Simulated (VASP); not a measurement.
A run of VASP 6.6.1:

POSCAR

```
Al
1.0
    0.0000000000      1.9972723217      1.9972723217
    1.9972723217      0.0000000000      1.9972723217
    1.9972723217      1.9972723217      0.0000000000
Al
1
Direct
    0.0000000000      0.0000000000      0.0000000000
```

The input INCAR.step1:

```
PREC = Accurate
ENCUT = 520
ISMEAR = -1
SIGMA = 0.15
LREAL = False
LASPH = True
NELM = 60
NBANDS = 8
GGA = PE
ALGO = Normal
EDIFF = 1E-4
LWAVE = True
LCHARG = False
```

Contents of INCAR.step2:

```
PREC = Accurate
ENCUT = 520
EDIFF = 1E-6
ISMEAR = -1
SIGMA = 0.15
LREAL = False
LASPH = True
NELM = 60
ALGO = Normal
ISIF = 2
LWAVE = False
LCHARG = False
METAGGA = R2SCAN
LMIXTAU = True
NBANDS = 8
ISTART = 1
```

The input KPOINTS:

```
Automatic mesh
0
Gamma
  20 20 20
```

Potentials or basis: VASP PAW PBE potentials, release 64 (Al).

Launch:

```bash
$ cat potpaw_PBE.64/Al/POTCAR > POTCAR
$ cp INCAR.step1 INCAR
$ mpirun -np 1 vasp_std > vasp.out
$ cp INCAR.step2 INCAR
$ mpirun -np 1 vasp_std > vasp.out
```

Hardware: 1 thread of Intel(R) Xeon(R) 6975P-C (Granite Rapids), with other jobs on the host.

Q: How long does it take, and how much memory?

A: Wall time 33 s on 1 thread of Intel(R) Xeon(R) 6975P-C (Granite Rapids), on a shared host, peak memory 0.15 GiB. Counts: k points 256.
